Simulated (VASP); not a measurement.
Here is a VASP 6.6.1 calculation.

INCAR

```
SYSTEM = Ce
PREC = Accurate
ENCUT = 520
EDIFF = 1E-6
ISMEAR = -1
SIGMA = 0.05
LREAL = .False.
LASPH = .True.
NELM = 80
ALGO = Normal
ISIF = 2
LWAVE = .False.
LCHARG = .False.
GGA = CA
NBANDS = 19
```

KPOINTS

```
Automatic mesh
0
Gamma
  15 15 7
  0 0 0
```

Contents of POSCAR:

```
Ce
1.0
    3.2255505688      0.0000000000      0.0000000000
   -1.6127752844      2.7934087338      0.0000000000
    0.0000000000      0.0000000000      5.9812049394
Ce
2
Direct
    0.3333333333      0.6666666667      0.2500000000
    0.6666666667      0.3333333333      0.7500000000
```

Potentials or basis: VASP PAW LDA potentials, release 64 (Ce).

Command:

```sh
$ cat potpaw_LDA.64/Ce/POTCAR > POTCAR
$ mpirun -np 1 vasp_std > vasp.out
```

Task: Estimate the band gap on the k mesh.

Result: Zero (bands 12 and 13 overlap by 0.50 eV).

Task: Predict the pressure.

Result: -6.4 GPa.

Stress tensor (GPa, compression positive):
```
-6.05  0.00  0.00
 0.00 -6.05  0.00
 0.00  0.00 -7.07
```

Caveat: the cell stands under tension; spin-orbit coupling is left out, which moves the levels of the heavy elements; semilocal functionals describe open f shells poorly, which spoils levels, moments and volumes. Spin polarisation is off, so any magnetic state and its effect on volume and gap are missing.
